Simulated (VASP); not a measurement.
A run of VASP 6.6.1:

File INCAR:

```
SYSTEM = BN
ALGO     = Normal         ! electronic algorithm
EDIFF    = 1E-7           ! SCF threshold, eV
ENCUT    = 520            ! plane-wave cutoff, eV
GGA      = PE             ! functional
ISIF     = 2              ! what is computed and relaxed
ISMEAR   = 0              ! smearing method
IVDW     = 12             ! dispersion correction
LASPH    = .TRUE.         ! aspherical terms in the spheres
LCHARG   = .FALSE.        ! write CHGCAR
LREAL    = .FALSE.        ! projectors in reciprocal space
LWAVE    = .FALSE.        ! write WAVECAR
NBANDS   = 16             ! bands
NELM     = 60             ! most SCF steps
PREC     = Accurate       ! precision mode
SIGMA    = 0.05           ! smearing width, eV
```

Contents of KPOINTS:

```
k-points
0
G
  12 12 4
  0 0 0
```

The input POSCAR:

```
BN
1.0
    2.5039917043      0.0000000000      0.0000000000
   -1.2519958522      2.1685204268      0.0000000000
    0.0000000000      0.0000000000      6.6612000000
B N
2 2
Direct
    0.3333333333      0.6666666667      0.2500000000
    0.6666666667      0.3333333333      0.7500000000
    0.3333333333      0.6666666667      0.7500000000
    0.6666666667      0.3333333333      0.2500000000
```

Potentials or basis: VASP PAW PBE potentials, release 64 (B, N).

Launch:

```bash
$ cat potpaw_PBE.64/B/POTCAR potpaw_PBE.64/N/POTCAR > POTCAR
$ mpirun -np 1 vasp_std > vasp.out
```

Hardware: 1 thread of Intel(R) Xeon(R) 6975P-C (Granite Rapids), with other jobs on the host.

Task: How long does it take, and how much memory?

Result: Wall time 15 s on 1 thread of Intel(R) Xeon(R) 6975P-C (Granite Rapids) (shared host), peak memory 0.17 GiB. Counts: scf iterations 15, k points 57.
